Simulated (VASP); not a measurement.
Wanted: the native input for a VASP 6.6.1 run.

* Task: single point
* Functional: LDA
* Potentials or basis: VASP PAW PBE potentials, release 64 (Lu, Cd)
* Cutoff: 520 eV
* k mesh: 8 × 8 × 8
* Occupations: methfessel-paxton, width 0.15 eV
* Spin: no spin polarisation
* Dipole correction: no
* Further INCAR settings: ALGO = Normal; EDIFF = 1e-06; NBANDS = 26

The structure of LuCd lies in POSCAR:

```
LuCd
1.0
    3.6409900500      0.0000000000      0.0000000000
    0.0000000000      3.6409900500      0.0000000000
    0.0000000000      0.0000000000      3.6409900500
Lu Cd
1 1
Direct
    0.5000000000      0.5000000000      0.5000000000
    0.0000000000      0.0000000000      0.0000000000
```

One way to write it, as run:

INCAR

```
SYSTEM = LuCd
PREC = Accurate
ENCUT = 520
EDIFF = 1E-6
ISMEAR = 1
SIGMA = 0.15
LREAL = .FALSE.
LASPH = .TRUE.
NELM = 80
ALGO = Normal
ISIF = 2
LWAVE = .FALSE.
LCHARG = .FALSE.
GGA = CA
NBANDS = 26
```

KPOINTS

```
regular mesh
0
G
  8 8 8
  0 0 0
```

Potentials or basis: VASP PAW PBE potentials, release 64 (Lu, Cd).

The run is started by

```sh
$ cat potpaw_PBE.64/Lu/POTCAR potpaw_PBE.64/Cd/POTCAR > POTCAR
$ mpirun -np 1 vasp_std > vasp.out
```

Results of the run:

- Pressure: -4.4 GPa

Caveat: the PAW data sets were made with another functional, which shifts forces and pressure a little.

Run time: 39 s on 1 thread of Intel Xeon 8259CL, on a shared host, peak memory 0.18 GiB.
